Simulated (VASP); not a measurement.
Here is a VASP 6.6.1 calculation.

Contents of INCAR:

```
  PREC = Accurate
  ENCUT = 520
  EDIFF = 1E-6
  ISMEAR = 0
  SIGMA = 0.05
  LREAL = F
  LASPH = T
  NELM = 100
  ALGO = Normal
  ISIF = 2
  LWAVE = F
  LCHARG = F
  GGA = CA
  NBANDS = 56
```

KPOINTS

```
Automatic mesh
0
Gamma
  5 7 3
```

File POSCAR:

```
HfO2
1.0
    0.0000000000     -4.7888991458      0.0000000000
    0.0000000000      0.0000000000     -3.1858186391
    9.5777982917     -3.3522294021      0.0000000000
Hf O
4 8
Direct
   -0.1408400000      0.0000000000      0.2012000000
   -0.4908400000      0.0000000000      0.7012000000
   -0.1658400000      0.5000000000      0.9512000000
    0.1841600000      0.5000000000      0.4512000000
   -0.3640200777      0.5000000000      0.7987537865
   -0.0140200776      0.5000000000      0.2987537865
    0.0975552235      0.0000000000      0.8536462135
    0.4475552234      0.0000000000      0.3536462135
    0.2707647765      0.0000000000      0.0487537865
   -0.0792352235      0.0000000000      0.5487537865
    0.7323400776      0.5000000000      0.1036462135
    0.3823400776      0.5000000000      0.6036462135
```

Potentials or basis: VASP PAW LDA potentials, release 64 (Hf_pv, O).

Command:

```console
$ cat potpaw_LDA.64/Hf_pv/POTCAR potpaw_LDA.64/O/POTCAR > POTCAR
$ mpirun -np 1 vasp_std > vasp.out
```

Predict the largest force.

43.150 eV/Å.

What does it give for the band gap on the k mesh?

0.47 eV.

Forces on the atoms (eV/Å):
```
Hf    2.285  -5.668   0.000
Hf    0.511  -0.402   0.000
Hf  -43.150   0.253   0.000
Hf    0.354   0.059   0.000
O    -0.376   0.980   0.000
O    -0.195   0.890   0.000
O     0.466   2.002   0.000
O    -0.112   0.137   0.000
O     2.223   0.988   0.000
O    -0.141  -0.018   0.000
O    38.302   0.654   0.000
O    -0.168   0.126   0.000
```

Caveat: the cell differs from its parent crystal (the part above a cut slid along it); atoms lie so close that the PAW spheres overlap strongly, which falsifies energies and pressures; semilocal functionals underestimate gaps, and a narrow one can read as zero; spin-orbit coupling is left out, which moves the levels of the heavy elements; forces of over 1 eV/Å act on the atoms, so gaps and moduli don't describe the material at rest. A k mesh can miss the band edges.
